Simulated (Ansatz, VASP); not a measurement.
Ca3SbP: VASP beside Ansatz

File INCAR:

```
SYSTEM = Ca3SbP
  PREC = Accurate
  ENCUT = 520
  EDIFF = 1E-7
  ISMEAR = 0
  SIGMA = 0.05
  LREAL = .FALSE.
  LASPH = .TRUE.
  NELM = 80
  ALGO = Normal
  ISIF = 2
  LWAVE = .FALSE.
  LCHARG = .FALSE.
  GGA = CA
  NBANDS = 28
```

KPOINTS

```
regular mesh
0
G
  6 6 6
  0 0 0
```

POSCAR

```
Ca3SbP
1.0
    5.1203274853      0.0000000000      0.0000000000
    0.0000000000      5.1203274853      0.0000000000
    0.0000000000      0.0000000000      5.1203274853
Ca Sb P
3 1 1
Direct
   -0.0114827719      0.5000000000      0.5000000000
    0.4542997981      0.0000000000      0.5000000000
    0.4542997981      0.5000000000      0.0000000000
    0.0351054686      0.0000000000      0.0000000000
    0.4951220023      0.5000000000      0.5000000000
```

Input for Ansatz:

```yaml
crystal:
  lattice:
    - [5.1203274853, 0.0, 0.0]
    - [0.0, 5.1203274853, 0.0]
    - [0.0, 0.0, 5.1203274853]
  atoms:
    - { symbol: Ca, position: [-0.0114827719, 0.5, 0.5] }
    - { symbol: Ca, position: [0.4542997981, 0.0, 0.5] }
    - { symbol: Ca, position: [0.4542997981, 0.5, 0.0] }
    - { symbol: Sb, position: [0.0351054686, 0.0, 0.0] }
    - { symbol: P, position: [0.4951220023, 0.5, 0.5] }
basis:
  ecutwfc: 420
kpoints:
  mp_grid: { grid: [6, 6, 6] }
hamiltonian:
  xc: lda
scf:
  occupations: { method: gaussian, width: 0.05 }
output:
  forces: true
  stress: true
  eigenvalues: true
```

Change from the starting cell: mode 1 frozen in at -0.240 Å, equal normal strain along x, y and z -0.0250.

Alike in both runs: task single point; functional LDA; k mesh 6 × 6 × 6; occupations gaussian, width 0.05 eV; no spin polarisation.

```csv
,VASP,Ansatz
version,VASP 6.6.1,Ansatz 0.2.0
potentials or method,"VASP PAW LDA potentials, release 64 (Ca_sv, Sb, P), cutoff 520 eV","scalar-relativistic, plane waves, PAW"
valence electrons in the cell,40,50
```

Ansatz gave:

```
gap on the k mesh at the Fermi level (eV)                     : 0.72
least direct gap on the mesh (eV)                             : 0.72
pressure (GPa)                                                : 4.5
traceless stress, the component that is largest in VASP (GPa) : 0.95
rms of the force components (eV/Å)                            : 0.080
```

**Question.** Estimate VASP's values.

**Answer.** gap on the k mesh at the Fermi level (eV): 0.71; least direct gap on the mesh (eV): 0.71; pressure (GPa): 4.8; traceless stress, the component that is largest in VASP (GPa): 0.95; rms of the force components (eV/Å): 0.084.

LDA's correlation is that of Perdew and Zunger in VASP and of Perdew and Wang (1992) in Ansatz. Atom by atom the forces differ by 0.004 eV/Å (rms over components). VASP's potentials hold 40 valence electrons a cell and Ansatz's 50, so a difference there can come from the potentials and not from the codes.

Spin-orbit coupling is off throughout.
